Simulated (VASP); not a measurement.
AgCl, 4 atoms in the cell. It takes space group Cmcm (No. 63, orthorhombic). The conventional cell has a = 3.742 Å, b = 11.113 Å, c = 4.003 Å, α = 90.00°, β = 90.00°, γ = 90.00°. Within 3.8 Å of Ag (site symmetry m2m) lie 7 Cl at 2.76 to 3.24 Å and 4 Ag at 3.05 to 3.74 Å. Cl (site symmetry m2m) has 7 Ag at 2.76 to 3.24 Å and 8 Cl at 3.60 to 3.75 Å within 3.8 Å.  This cell differs from its parent crystal: zz strain of +2 %.

```yaml
Program: VASP 6.6.1
Task: electric field gradients
Functional: PBEsol
Potentials_or_basis: VASP PAW PBE potentials, release 64 (Ag, Cl)
Cutoff: 520 eV
k_mesh: 9 × 9 × 8
Occupations: fermi-dirac, width 0.03 eV
Spin: no spin polarisation
Dipole_correction: no
Further_INCAR_settings: ALGO = Normal; EDIFF = 1e-08; NBANDS = 26
```

Potentials or basis: VASP PAW PBE potentials, release 64 (Ag, Cl).

Launch:

```console
$ cat potpaw_PBE.64/Ag/POTCAR potpaw_PBE.64/Cl/POTCAR > POTCAR
$ mpirun -np 1 vasp_std > vasp.out
```

Hardware: 1 thread of Intel(R) Xeon(R) Platinum 8375C CPU @ 2.90GHz (Ice Lake), on a shared host.

Question: Estimate the wall time of this run.

Answer: Wall time 8.9 min on 1 thread of Intel(R) Xeon(R) Platinum 8375C CPU @ 2.90GHz (Ice Lake), on a shared host, peak memory 0.4 GiB. Counts: scf iterations 17, k points 125.
